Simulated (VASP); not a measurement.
A run of VASP 6.6.1:

INCAR

```
SYSTEM = NaF
PREC = Accurate
ENCUT = 520
EDIFF = 1E-7
ISMEAR = 0
SIGMA = 0.05
LREAL = .False.
LASPH = .True.
NELM = 100
ALGO = Normal
ISIF = 2
LWAVE = .False.
LCHARG = .False.
GGA = PS
NBANDS = 14
```

Contents of KPOINTS:

```
regular mesh
0
Gamma
  8 8 8
  0 0 0
```

The input POSCAR:

```
NaF
1.0
    0.0000000000      2.2071350000      2.4394650000
    2.2071350000      0.0000000000      2.4394650000
    2.2071350000      2.2071350000      0.0000000000
Na F
1 1
Direct
    0.0000000000      0.0000000000      0.0000000000
    0.5000000000      0.5000000000      0.5000000000
```

Potentials or basis: VASP PAW PBE potentials, release 64 (Na_pv, F).

Run with:

```sh
$ cat potpaw_PBE.64/Na_pv/POTCAR potpaw_PBE.64/F/POTCAR > POTCAR
$ mpirun -np 1 vasp_std > vasp.out
```

Hardware: 1 thread of Intel(R) Xeon(R) Platinum 8375C CPU @ 2.90GHz (Ice Lake), on a shared host.

How long does it take, and how much memory?

Run time: 7.8 s on 1 thread of Intel(R) Xeon(R) Platinum 8375C CPU @ 2.90GHz (Ice Lake) (shared host), peak memory 0.14 GiB. Counts: scf iterations 13, k points 59.
